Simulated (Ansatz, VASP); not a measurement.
Si: VASP beside Ansatz

```
Si
1.0
     0.00000    2.73493    2.73493
     2.73493    0.00000    2.73493
     2.73493    2.73493    0.00000
Si
2
Direct
  0.00000 0.00000 0.00000
  0.25000 0.25000 0.25000
```

Alike in both runs: functional PBE; k mesh 8 × 8 × 8; occupations gaussian, width 0.05 eV; no spin polarisation.

Ansatz relaxed the structure, and its values are those at the end. VASP's run is a single point on that final structure, the one shown.

```csv
,VASP,Ansatz
version,VASP 6.6.1,Ansatz 0.2.0
potentials or method,"VASP PAW PBE potentials, release 64 (Si)","scalar-relativistic, plane waves, PAW"
plane-wave cutoff (eV),500,420
valence electrons in the cell,8,8
```

```tsv
	VASP	Ansatz	Ansatz less VASP
gap on the k mesh at the Fermi level (eV)	0.65	0.65	-0.003
least direct gap on the mesh (eV)	2.56	2.55	-0.005
pressure (GPa)	-0.1	0.0	+0.08
```

With one functional, cell and mesh, what is left measures potentials, basis and numerics.
